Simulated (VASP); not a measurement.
# CdF2 (Fm-3m) in VASP: further runs

The runs below take CdF2 through single point, with LDA.

All numbers are computed with VASP 6.6.1; they aren't measurements. Logs are shortened: lines on timing, memory, paths and dates and some standing lists are left out, and cuts for length are marked.

## Step 1: The cell of the first run

It takes space group Fm-3m (No. 225, cubic). The conventional cell has a = 5.298 Å, b = 5.298 Å, c = 5.298 Å, α = 90.00°, β = 90.00°, γ = 90.00°. Cd (site symmetry m-3m) has 8 F at 2.29 Å within 3.0 Å. Within 3.0 Å of F (site symmetry -43m) lie 4 Cd at 2.29 Å and 6 F at 2.65 Å.

## Step 2: Single point, LDA

The input, INCAR:

```
SYSTEM = CdF2
PREC = Accurate ; ENCUT = 520
EDIFF = 1E-6 ; ISMEAR = -1
SIGMA = 0.05 ; LREAL = .FALSE.
LASPH = .TRUE. ; NELM = 60
ALGO = Normal ; ISIF = 2
LWAVE = .FALSE. ; LCHARG = .FALSE.
NBANDS = 20
```

The input, KPOINTS:

```
Automatic mesh
0
G
  9 9 9
  0 0 0
```

The input, POSCAR:

```
CdF2
1.0
    0.0000000000      2.6488415586      2.6488415586
    2.6488415586      0.0000000000      2.6488415586
    2.6488415586      2.6488415586      0.0000000000
Cd F
1 2
Direct
    0.0000000000      0.0000000000      0.0000000000
    0.7500000000      0.7500000000      0.7500000000
    0.2500000000      0.2500000000      0.2500000000
```

Potentials or basis: VASP PAW LDA potentials, release 64 (Cd, F).

On the command line:

```console
$ cat potpaw_LDA.64/Cd/POTCAR potpaw_LDA.64/F/POTCAR > POTCAR
$ mpirun -np 1 vasp_std > vasp.out
```

OUTCAR:

```text
SYSTEM = CdF2
   PREC = Accurate
   ENCUT = 520
   EDIFF = 1E-6
   ISMEAR = -1
   LREAL = .FALSE.
   LASPH = .TRUE.
   NELM = 60
   ISIF = 2

 ion  position               nearest neighbor table
   1  0.000  0.000  0.000-   2 2.29   2 2.29   2 2.29   2 2.29   3 2.29   3 2.29   3 2.29   3 2.29

   2  0.750  0.750  0.750-   1 2.29   1 2.29   1 2.29   1 2.29
   3  0.250  0.250  0.250-   1 2.29   1 2.29   1 2.29   1 2.29

  LATTYP: Found a face centered cubic cell.
 ALAT       =     5.2976831172

  Lattice vectors:

 A1 = (   0.0000000000,   2.6488415586,   2.6488415586)
 A2 = (   2.6488415586,   0.0000000000,   2.6488415586)
 A3 = (   2.6488415586,   2.6488415586,   0.0000000000)

Analysis of symmetry for initial positions (statically):
=====================================================================
 Subroutine PRICEL returns:
 Original cell was already a primitive cell.

 Routine SETGRP: Setting up the symmetry group for a
 face centered cubic supercell.

 Subroutine GETGRP returns: Found 48 space group operations
 (whereof 48 operations were pure point group operations)
 out of a pool of 48 trial point group operations.

The static configuration has the point symmetry O_h .

Analysis of symmetry for dynamics (positions and initial velocities):
=====================================================================
 Subroutine PRICEL returns:
 Original cell was already a primitive cell.

 Routine SETGRP: Setting up the symmetry group for a
 face centered cubic supercell.

 Subroutine GETGRP returns: Found 48 space group operations
 (whereof 48 operations were pure point group operations)
 out of a pool of 48 trial point group operations.

The dynamic configuration has the point symmetry O_h .

 Subroutine INISYM returns: Found 48 space group operations
 (whereof 48 operations are pure point group operations),
 and found     1 'primitive' translations

----------------------------------------------------------------------------------------

                                     Primitive cell

  volume of cell :      37.1705

  direct lattice vectors                    reciprocal lattice vectors
     0.000000000  2.648841559  2.648841559    -0.188761762  0.188761762  0.188761762
     2.648841559  0.000000000  2.648841559     0.188761762 -0.188761762  0.188761762
     2.648841559  2.648841559  0.000000000     0.188761762  0.188761762 -0.188761762

  length of vectors
     3.746027657  3.746027657  3.746027657     0.326944962  0.326944962  0.326944962

  position of ions in fractional coordinates (direct lattice)
     0.000000000  0.000000000  0.000000000
     0.750000000  0.750000000  0.750000000
     0.250000000  0.250000000  0.250000000

  ion indices of the primitive-cell ions
   primitive index   ion index
                 1           1
                 2           2
                 3           3

----------------------------------------------------------------------------------------

 KPOINTS: Automatic mesh

Automatic generation of k-mesh.
 Grid dimensions read from file:
 generate k-points for:    9    9    9

 Generating k-lattice:

  Cartesian coordinates                     Fractional coordinates (reciprocal lattice)
    -0.020973529  0.020973529  0.020973529     0.111111111  0.000000000  0.000000000
     0.020973529 -0.020973529  0.020973529     0.000000000  0.111111111  0.000000000
     0.020973529  0.020973529 -0.020973529     0.000000000  0.000000000  0.111111111

  Length of vectors
     0.036327218  0.036327218  0.036327218

  Shift w.r.t. Gamma in fractional coordinates (k-lattice)
     0.000000000  0.000000000  0.000000000

 Subroutine IBZKPT returns following result:
 ===========================================

 Found     35 irreducible k-points:

 Following reciprocal coordinates:
            Coordinates               Weight
  0.000000  0.000000  0.000000      1.000000
  0.111111  0.000000  0.000000      8.000000
  0.222222  0.000000  0.000000      8.000000
  0.333333  0.000000  0.000000      8.000000
  0.444444  0.000000  0.000000      8.000000
  0.111111  0.111111  0.000000      6.000000
[... 16 lines left out ...]
 -0.333333  0.333333  0.000000     12.000000
  0.444444  0.444444  0.000000      6.000000
 [... further k-points ...]
   k-points           NKPTS =     35   k-points in BZ     NKDIM =     35   number of bands    NBANDS=     20
   number of dos      NEDOS =    301   number of ions     NIONS =      3
   total plane-waves  NPLWV =  21952
   dimension x,y,z NGX =    28 NGY =   28 NGZ =   28
   dimension x,y,z NGXF=    56 NGYF=   56 NGZF=   56
   ions per type =               1   2
   NGX,Y,Z   is equivalent  to a cutoff of  12.43, 12.43, 12.43 a.u.
   NGXF,Y,Z  is equivalent  to a cutoff of  24.85, 24.85, 24.85 a.u.
 SYSTEM =  CdF2
   PREC   = accura    normal or accurate (medium, high low for compatibility)
   ISTART =      0    job   : 0-new  1-cont  2-samecut
   ICHARG =      2    charge: 1-file 2-atom 10-const
   ISPIN  =      1    spin polarized calculation?
   LNONCOLLINEAR =      F non collinear calculations
   LSORBIT =      F    spin-orbit coupling
   LASPH  =      T    aspherical Exc in radial PAW
   ENCUT  =  520.0 eV  38.22 Ry    6.18 a.u.   6.97  6.97  6.97*2*pi/ulx,y,z
   NELM   =     60;   NELMIN=  2; NELMDL= -5     # of ELM steps
   EDIFF  = 0.1E-05   stopping-criterion for ELM
   LREAL  =      F    real-space projection
   EDIFFG = 0.1E-04   stopping-criterion for IOM
   NSW    =      0    number of steps for IOM
   IBRION =     -1    ionic relax: 0-MD 1-quasi-New 2-CG
   NFREE  =      0    steps in history (QN), initial steepest desc. (CG)
   ISIF   =      2    stress and relaxation
   ISYM   =      2    0-nonsym 1-usesym 2-fastsym
   POTIM  = 0.5000    time-step for ionic-motion
   TEBEG  =    0.0;   TEEND  =   0.0 temperature during run
   PSTRESS=    0.0 pullay stress
   NELECT =      26.0000    total number of electrons
   NUPDOWN=      -1.0000    fix difference up-down
   EMIN   =  10.00;   EMAX   =-10.00  energy-range for DOS
   EFERMI =   0.00;   METHOD = LEGACY
   ISMEAR =    -1;   SIGMA  =   0.05  broadening in eV -4-tet -1-fermi 0-gaus
   EFERMI_NEDOS =   21; number of points for ismear=-14 and -15
   IALGO  =     38    algorithm
   IMIX   =      4    mixing-type and parameters
     AMIX     =   0.40;   BMIX     =  1.00
     AMIX_MAG =   1.60;   BMIX_MAG =  1.00
  volume/ion in A,a.u.               =      12.39        83.61
  Fermi-wavevector in a.u.,A,eV,Ry     =   1.453226  2.746200 28.733697  2.111867
  Thomas-Fermi vector in A             =   2.570517
   LORBIT       =      0    0 simple, 1 ext, 2 COOP (PROOUT), +10 PAW based schemes
   GGA     = CA    functional components
   LHFCALC =     F    Hartree Fock is set to
   AEXX    =    0.0000 exact exchange contribution
   IVDW    =     0    specifies the selected vdW correction
   LEPSILON=     F    determine dielectric tensor
   LRPA    =     F    only Hartree local field effects (RPA)
 non-spin polarized calculation
  energy-cutoff  :      520.00
  volume of cell :       37.17
 maximum number of plane-waves:      1018
   NGX = 13   NGY = 13   NGZ = 13

 number of electron      26.0000020 magnetization

 Free energy of the ion-electron system (eV)
  ---------------------------------------------------
  ext. energy  EPLUGINS =         0.00000000
  ---------------------------------------------------
  free energy    TOTEN  =       -12.73430822 eV

  energy without entropy =      -12.73430822  energy(sigma->0) =      -12.73430822

 E-fermi :  -0.2096     XC(G=0): -11.4037

 val. band max:       -1.2788211243   @ k =  -0.3333   0.4444   0.2222
 cond. band min:       1.7248572941   @ k =   0.0000   0.0000   0.0000
 fundamental gap:      3.0036784184
 Fermi energy:        -0.2095814811

 k-point     1 :       0.0000    0.0000    0.0000
  band No.  band energies     occupation
      1     -22.0059      2.00000
      2     -20.6638      2.00000
      3      -7.0897      2.00000
      4      -7.0897      2.00000
      5      -7.0897      2.00000
      6      -5.5702      2.00000
[... 12 lines left out ...]
     19      18.6433      0.00000
     20      18.6433      0.00000

 k-point     2 :       0.1111    0.0000    0.0000
  band No.  band energies     occupation
      1     -21.9580      2.00000
      2     -20.7080      2.00000
      3      -7.0346      2.00000
      4      -7.0346      2.00000
      5      -6.9358      2.00000
      6      -5.5914      2.00000
[... 12 lines left out ...]
     19      18.3201      0.00000
     20      18.3201      0.00000

 k-point     3 :       0.2222    0.0000    0.0000
  band No.  band energies     occupation
      1     -21.8254      2.00000
      2     -20.8285      2.00000
      3      -6.8977      2.00000
      4      -6.8977      2.00000
      5      -6.5091      2.00000
      6      -5.6213      2.00000
[... 12 lines left out ...]
     19      17.7202      0.00000
     20      18.3421      0.00000

 k-point     4 :       0.3333    0.0000    0.0000
  band No.  band energies     occupation
      1     -21.6370      2.00000
      2     -20.9987      2.00000
      3      -6.7580      2.00000
      4      -6.7580      2.00000
      5      -5.9131      2.00000
      6      -5.5896      2.00000
[... 12 lines left out ...]
     19      17.2177      0.00000
     20      18.1278      0.00000

 k-point     5 :       0.4444    0.0000    0.0000
  band No.  band energies     occupation
      1     -21.4290      2.00000
      2     -21.1927      2.00000
      3      -6.6869      2.00000
      4      -6.6869      2.00000
      5      -5.5047      2.00000
      6      -5.5047      2.00000
[... 12 lines left out ...]
     19      16.9346      0.00000
     20      17.6049      0.00000
[... 353 lines left out ...]
      6      -5.4716      2.00000
[... 12 lines left out ...]
     19      19.1825      0.00000
     20      19.6302      0.00000

 k-point    22 :      -0.4444    0.3333    0.0000
  band No.  band energies     occupation
      1     -21.3771      2.00000
      2     -21.1895      2.00000
      3      -6.7089      2.00000
      4      -6.1265      2.00000
      5      -5.8751      2.00000
      6      -5.6015      2.00000
[... 12 lines left out ...]
     19      19.3868      0.00000
     20      19.7205      0.00000

 k-point    23 :      -0.3333    0.3333    0.0000
  band No.  band energies     occupation
      1     -21.3014      2.00000
      2     -21.2734      2.00000
      3      -6.6238      2.00000
      4      -6.1824      2.00000
      5      -5.7780      2.00000
      6      -5.6671      2.00000
[... 12 lines left out ...]
     19      18.1880      0.00000
     20      20.5586      0.00000

 k-point    24 :       0.4444    0.4444    0.0000
  band No.  band energies     occupation
      1     -21.4496      2.00000
      2     -21.1094      2.00000
      3      -6.9174      2.00000
      4      -5.9982      2.00000
      5      -5.9982      2.00000
      6      -5.4318      2.00000
[... 12 lines left out ...]
     19      18.5414      0.00000
     20      19.9588      0.00000

 [... further k-points ...]

------------------------ aborting loop because EDIFF is reached ----------------------------------------

  FORCE on cell =-STRESS in cart. coord.  units (eV):
  Direction    XX          YY          ZZ          XY          YZ          ZX
  --------------------------------------------------------------------------------------
  -------------------------------------------------------------------------------------
  Total        0.2915161      0.2915161      0.2915161      0.0000000      0.0000000      0.0000000
  in kB       12.5653663     12.5653663     12.5653663      0.0000000      0.0000000      0.0000000
  external PRESSURE =      12.5653663 kB  Pullay stress =       0.0000000 kB

 VOLUME and BASIS-vectors are now :
 -----------------------------------------------------------------------------
  energy-cutoff  :      520.00
  volume of cell :       37.17
      direct lattice vectors                 reciprocal lattice vectors
     0.000000000  2.648841559  2.648841559    -0.188761762  0.188761762  0.188761762
     2.648841559  0.000000000  2.648841559     0.188761762 -0.188761762  0.188761762
     2.648841559  2.648841559  0.000000000     0.188761762  0.188761762 -0.188761762

 POSITION                                       TOTAL-FORCE (eV/Angst)
 -----------------------------------------------------------------------------------
      0.00000      0.00000      0.00000         0.000000     -0.000000     -0.000000
      3.97326      3.97326      3.97326         0.000000      0.000000      0.000000
      1.32442      1.32442      1.32442        -0.000000     -0.000000     -0.000000
 -----------------------------------------------------------------------------------
    total drift:                                0.000000      0.000000      0.000000

  FREE ENERGIE OF THE ION-ELECTRON SYSTEM (eV)
  ---------------------------------------------------
  free  energy   TOTEN  =       -12.7343082219 eV

  energy  without entropy=      -12.7343082218  energy(sigma->0) =      -12.73430822
```

It took 37 s on 1 thread of Intel Xeon 8259CL, shared host; peak memory 0.15 GiB.

Results:

```yaml
Free_energy: -12.7343 eV
Pressure: 1.3 GPa
Band_gap_on_the_k_mesh: 3.00 eV (least direct gap 3.39 eV)
```

Caveat: an odd mesh through Γ misses points on the zone boundary, where band edges can lie. Expect the measured gap to be larger: semilocal functionals such as LDA lack the derivative discontinuity.

## Step 3: Single point, LDA

This run uses another cell than the first one, of 13.03 Å³/atom.

The input, INCAR:

```
SYSTEM = CdF2
ALGO = Normal ; EDIFF = 1E-6
ENCUT = 520 ; ISIF = 2
ISMEAR = -1 ; LASPH = .TRUE.
LCHARG = .FALSE. ; LREAL = .FALSE.
LWAVE = .FALSE. ; NBANDS = 20
NELM = 80 ; PREC = Accurate
SIGMA = 0.05
```

The input, KPOINTS:

```
k-points
0
G
  9 9 9
  0 0 0
```

The input, POSCAR:

```
CdF2
1.0
    0.0000000000      2.6940000000      2.6940000000
    2.6940000000      0.0000000000      2.6940000000
    2.6940000000      2.6940000000      0.0000000000
Cd F
1 2
Direct
    0.0000000000      0.0000000000      0.0000000000
    0.7500000000      0.7500000000      0.7500000000
    0.2500000000      0.2500000000      0.2500000000
```

Potentials or basis: VASP PAW LDA potentials, release 64 (Cd, F).

On the command line:

```console
$ cat potpaw_LDA.64/Cd/POTCAR potpaw_LDA.64/F/POTCAR > POTCAR
$ mpirun -np 1 vasp_std > vasp.out
```

OUTCAR:

```text
SYSTEM = CdF2
   EDIFF = 1E-6
   ENCUT = 520
   ISIF = 2
   ISMEAR = -1
   LASPH = .TRUE.
   LREAL = .FALSE.
   NELM = 80
   PREC = Accurate

 ion  position               nearest neighbor table
   1  0.000  0.000  0.000-   2 2.33   2 2.33   2 2.33   2 2.33   3 2.33   3 2.33   3 2.33   3 2.33

   2  0.750  0.750  0.750-   1 2.33   1 2.33   1 2.33   1 2.33
   3  0.250  0.250  0.250-   1 2.33   1 2.33   1 2.33   1 2.33

  LATTYP: Found a face centered cubic cell.
 ALAT       =     5.3880000000

  Lattice vectors:

 A1 = (   0.0000000000,   2.6940000000,   2.6940000000)
[... 742 lines left out ...]
  Direction    XX          YY          ZZ          XY          YZ          ZX
  --------------------------------------------------------------------------------------
  -------------------------------------------------------------------------------------
  Total       -1.1533595     -1.1533595     -1.1533595      0.0000000      0.0000000      0.0000000
  in kB      -47.2555147    -47.2555147    -47.2555147      0.0000000      0.0000000      0.0000000
  external PRESSURE =     -47.2555147 kB  Pullay stress =       0.0000000 kB

 VOLUME and BASIS-vectors are now :
 -----------------------------------------------------------------------------
  energy-cutoff  :      520.00
  volume of cell :       39.10
      direct lattice vectors                 reciprocal lattice vectors
     0.000000000  2.694000000  2.694000000    -0.185597624  0.185597624  0.185597624
     2.694000000  0.000000000  2.694000000     0.185597624 -0.185597624  0.185597624
     2.694000000  2.694000000  0.000000000     0.185597624  0.185597624 -0.185597624

 POSITION                                       TOTAL-FORCE (eV/Angst)
 -----------------------------------------------------------------------------------
      0.00000      0.00000      0.00000         0.000000      0.000000      0.000000
      4.04100      4.04100      4.04100         0.000000      0.000000      0.000000
      1.34700      1.34700      1.34700        -0.000000     -0.000000     -0.000000
 -----------------------------------------------------------------------------------
    total drift:                                0.000000      0.000000      0.000000

  FREE ENERGIE OF THE ION-ELECTRON SYSTEM (eV)
  ---------------------------------------------------
  free  energy   TOTEN  =       -12.7156447346 eV

  energy  without entropy=      -12.7156447345  energy(sigma->0) =      -12.71564473
```

OSZICAR:

```text
N       E                     dE             d eps       ncg     rms          rms(c)
DAV:   1     0.196759006189E+03    0.19676E+03   -0.15495E+04  1440   0.132E+03
DAV:   2    -0.570282783354E+01   -0.20246E+03   -0.19475E+03  1528   0.343E+02
DAV:   3    -0.142438763514E+02   -0.85410E+01   -0.85195E+01  1588   0.773E+01
DAV:   4    -0.142821062343E+02   -0.38230E-01   -0.38227E-01  1504   0.528E+00
DAV:   5    -0.142822462730E+02   -0.14004E-03   -0.14004E-03  1596   0.289E-01    0.991E+00
DAV:   6    -0.127408142822E+02    0.15414E+01   -0.35221E+00  1812   0.359E+01    0.752E+00
DAV:   7    -0.127516992307E+02   -0.10885E-01   -0.72080E-01  1448   0.773E+00    0.427E+00
DAV:   8    -0.127246493854E+02    0.27050E-01   -0.14702E-01  1496   0.338E+00    0.719E-01
DAV:   9    -0.127153688220E+02    0.92806E-02   -0.29699E-02  1768   0.214E+00    0.950E-02
DAV:  10    -0.127156255283E+02   -0.25671E-03   -0.26934E-03  1468   0.531E-01    0.749E-02
DAV:  11    -0.127156501611E+02   -0.24633E-04   -0.96399E-05  1604   0.137E-01    0.356E-02
DAV:  12    -0.127156444859E+02    0.56752E-05   -0.37282E-05  1460   0.568E-02    0.117E-02
DAV:  13    -0.127156447346E+02   -0.24869E-06   -0.24682E-06  1560   0.158E-02
   1 F= -.12715645E+02 E0= -.12715645E+02  d E =-.851185E-10
```

stdout:

```text
POSCAR found type information on POSCAR CdF
 POSCAR found :  2 types and       3 ions
 scaLAPACK will be used
 LDA part: xc-table for (Slater(with rela. corr.)+CA(PZ))
 , standard interpolation
 POSCAR, INCAR and KPOINTS ok, starting setup
 FFT: planning ... GRIDC
 FFT: planning ... GRID_SOFT
 FFT: planning ... GRID
 WAVECAR not read
 entering main loop
```

It took 41 s on 1 thread of Intel Xeon 8259CL, shared host; peak memory 0.15 GiB.

Results:

- Free energy: -12.7156 eV
- Pressure: -4.7 GPa
- Band gap on the k mesh: 2.83 eV (least direct gap 3.28 eV)

Caveat: the cell stands under tension; an odd mesh through Γ misses points on the zone boundary, where band edges can lie.
